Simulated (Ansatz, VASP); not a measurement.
## AlN: VASP beside Ansatz

File INCAR:

```
SYSTEM = AlN
PREC     = Accurate       ! precision mode
ENCUT    = 520            ! plane-wave cutoff, eV
EDIFF    = 1E-6           ! SCF threshold, eV
ISMEAR   = -1             ! smearing method
SIGMA    = 0.05           ! smearing width, eV
LREAL    = .False.        ! projectors in reciprocal space
LASPH    = .True.         ! aspherical terms in the spheres
NELM     = 80             ! most SCF steps
ALGO     = Normal         ! electronic algorithm
ISIF     = 2              ! what is computed and relaxed
LWAVE    = .False.        ! write WAVECAR
LCHARG   = .True.         ! write CHGCAR
LELF     = .True.         ! ELF
LVHAR    = .True.       
NBANDS   = 16             ! bands
```

KPOINTS

```
Automatic mesh
0
Gamma
  10 10 6
  0 0 0
```

The input POSCAR:

```
AlN
1.0
    3.1130000000      0.0000000000      0.0000000000
   -1.5565000000      2.6959370820      0.0000000000
    0.0000000000      0.0000000000      4.9810000000
Al N
2 2
Direct
    0.6666666667      0.3333333333      0.5000000000
    0.3333333333      0.6666666667      0.0000000000
    0.6666666667      0.3333333333      0.8800000000
    0.3333333333      0.6666666667      0.3800000000
```

Contents of input.yaml:

```yaml
crystal:
  lattice:
    - [3.113, 0.0, 0.0]
    - [-1.5565, 2.695937082, 0.0]
    - [0.0, 0.0, 4.981]
  atoms:
    - { symbol: Al, position: [0.6666666667, 0.3333333333, 0.5] }
    - { symbol: Al, position: [0.3333333333, 0.6666666667, 0.0] }
    - { symbol: "N", position: [0.6666666667, 0.3333333333, 0.88] }
    - { symbol: "N", position: [0.3333333333, 0.6666666667, 0.38] }
kpoints:
  mp_grid: { grid: [10, 10, 6] }
scf:
  occupations: { method: fermi_dirac, width: 0.05 }
hamiltonian:
  xc: lda
  pseudopotentials: { kind: all_electron, lapw: { basis_error: 0.002 } }
output:
  forces: true
  stress: true
  eigenvalues: true
```

Alike in both runs: task single point; functional LDA; k mesh 10 × 10 × 6; occupations fermi-dirac, width 0.05 eV; no spin polarisation.

|  | VASP | Ansatz |
| --- | --- | --- |
| version | VASP 6.6.1 | Ansatz 0.2.0 |
| potentials or method | VASP PAW LDA potentials, release 64 (Al, N), cutoff 520 eV | all-electron LAPW, scalar-relativistic |

Ansatz gave:

* gap on the k mesh at the Fermi level (eV): 4.24
* least direct gap on the mesh (eV): 4.24
* pressure (GPa): -4.6
* traceless stress, the component that is largest in VASP (GPa): 1.13
* rms of the force components (eV/Å): 0.067

**Question.** What did VASP give for the same quantities?

**Answer.** gap on the k mesh at the Fermi level (eV): 4.25; least direct gap on the mesh (eV): 4.25; pressure (GPa): -4.1; traceless stress, the component that is largest in VASP (GPa): 1.14; rms of the force components (eV/Å): 0.069.

LDA's correlation is that of Perdew and Zunger in VASP and of Perdew and Wang (1992) in Ansatz. Atom by atom the forces differ by 0.002 eV/Å (rms over components). Ansatz ran all-electron here, and VASP with PAW potentials.
